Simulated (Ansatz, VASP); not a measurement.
**One calculation of AgI, two programs**

INCAR

```
PREC = Accurate
ENCUT = 500
EDIFF = 1E-6
ISMEAR = 0
SIGMA = 0.01
LREAL = F
LASPH = T
NELM = 200
ALGO = Normal
ISIF = 2
LWAVE = F
LCHARG = T
MAGMOM = 0 0 0 0 0 0
LORBIT = 11
LSORBIT = T
GGA_COMPAT = F
LORBMOM = T
LMAXMIX = 4
GGA = PS
LVHAR = T
NBANDS = 30
```

KPOINTS

```
Automatic mesh
0
Gamma
  6 6 6
```

File POSCAR:

```
AgI
1.0
    3.1292486698      3.1292486698      0.0000000000
   -3.1292486698      3.1292486698      0.0000000000
    0.0000000000      3.1292486698      3.1292486698
Ag I
1 1
Direct
    0.0000000000      0.0000000000      0.0000000000
    0.7500000000      0.2500000000      0.5000000000
```

Input for Ansatz:

```yaml
crystal:
  lattice:
    - [3.12924866983, 3.12924866983, 0.0]
    - [-3.12924866983, 3.12924866983, 0.0]
    - [0.0, 3.12924866983, 3.12924866983]
  atoms:
    - { symbol: Ag, position: [0.0, 0.0, 0.0] }
    - { symbol: I, position: [0.75, 0.25, 0.5] }
kpoints:
  mp_grid: { grid: [6, 6, 6] }
scf:
  occupations: { method: fixed }
  convergence: { dr2_threshold: 1.0e-10 }
hamiltonian:
  xc: pbesol
  pseudopotentials: { kind: all_electron, lapw: { basis_error: 0.0005 } }
magnetization:
  noncollinear: true
  spin_orbit: true
output:
  forces: true
  stress: true
  eigenstates:
    kpoints:
      - [0.0, 0.0, 0.0]
      - [-0.5, -0.5, -0.5]
      - [-0.5, 0.5, 0.0]
      - [0.0, 0.0, -0.5]
      - [0.0, -0.5, -0.5]
      - [0.0, 0.5, 0.0]
      - [-0.5, 0.0, 0.0]
      - [-0.5, 0.0, -0.5]
  eigenvalues: true
```

Alike in both runs: task single point; functional PBEsol; k mesh 6 × 6 × 6; non-collinear spin, spin-orbit coupling.

|  | VASP | Ansatz |
| --- | --- | --- |
| version | VASP 6.6.1 | Ansatz 0.2.0 |
| potentials or method | VASP PAW PBE potentials, release 64 (Ag, I), cutoff 500 eV | all-electron LAPW |
| occupations | gaussian, width 0.01 eV | fixed |

Ansatz gave:

```
pressure (GPa)           : 4.0
net moment per atom (μB) : 0.00
```

Which values does VASP return?

Pressure (GPa): 3.9; net moment per atom (μB): 0.00.

VASP's potentials were made for PBE, not for PBEsol. Ansatz ran all-electron here, and VASP with PAW potentials.
